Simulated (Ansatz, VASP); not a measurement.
# WS2 in VASP and in Ansatz

File INCAR:

```
SYSTEM = WS2
  ALGO = Normal
  EDIFF = 1E-7
  ENCUT = 520
  GGA = PE
  ISIF = 2
  ISMEAR = -1
  LASPH = .True.
  LCHARG = .False.
  LREAL = .False.
  LWAVE = .False.
  NBANDS = 20
  NELM = 80
  PREC = Accurate
  SIGMA = 0.02
```

KPOINTS

```
k-points
0
Gamma
  10 10 10
  0 0 0
```

Contents of POSCAR:

```
WS2
1.0
    1.6291814201      0.9156121206      6.2374759785
   -1.6291814201      0.9156121206      6.2374759785
    0.0000000000     -1.8312242411      6.2374759785
W S
1 2
Direct
   -0.0003113073     -0.0003113073      0.0026262409
    0.2517302527      0.2517302527      0.2504590288
    0.4172810547      0.4172810547      0.4156147303
```

Input for Ansatz:

```yaml
crystal:
  lattice:
    - [1.6291814201, 0.9156121206, 6.2374759785]
    - [-1.6291814201, 0.9156121206, 6.2374759785]
    - [0.0, -1.8312242411, 6.2374759785]
  atoms:
    - { symbol: W, position: [-0.0003113073, -0.0003113073, 0.0026262409] }
    - { symbol: S, position: [0.2517302527, 0.2517302527, 0.2504590288] }
    - { symbol: S, position: [0.4172810547, 0.4172810547, 0.4156147303] }
kpoints:
  mp_grid: { grid: [10, 10, 10] }
  band_path:
    path:
      - [0.0, 0.0, 0.0]
      - [-0.5, -0.5, -0.5]
      - [-0.5, -0.1810319447, -0.8189680553]
      - [-0.1810319447, 0.1810319447, -0.5]
      - [0.0, 0.0, -0.5]
      - [0.0, 0.3405159723, -0.3405159723]
      - [-0.3405159723, 0.0, -0.6594840277]
      - [-0.5, 0.0, -0.5]
      - [-0.1629287502, 0.1629287502, -0.5]
      - [-0.171875, 0.171875, -0.5]
    npoints: 1
hamiltonian:
  xc: pbe
scf:
  occupations: { method: fermi_dirac, width: 0.02 }
  n_extra_bands: 4
output:
  forces: true
  stress: true
  eigenvalues: true
```

Change from the starting cell: uniaxial_x strain +2.7%.

Alike in both runs: task single point; functional PBE; k mesh 10 × 10 × 10; occupations fermi-dirac, width 0.02 eV; no spin polarisation.

```csv
,VASP,Ansatz
version,VASP 6.6.1,Ansatz 0.2.0
potentials or method,"VASP PAW PBE potentials, release 64 (W_sv, S)","plane waves, PAW"
plane-wave cutoff (eV),520,420
valence electrons in the cell,26,26
```

```csv
,VASP,Ansatz,Ansatz less VASP
gap on the k mesh at the Fermi level (eV),1.06,1.04,-0.019
pressure (GPa),0.5,0.5,+0.04
"traceless stress, the component that is largest in VASP (GPa)",-3.78,-3.78,+0.003
rms of the force components (eV/Å),0.085,0.084,-0.0011
```

Atom by atom the forces differ by 0.001 eV/Å (rms over components).

Neither program's run includes spin-orbit coupling.
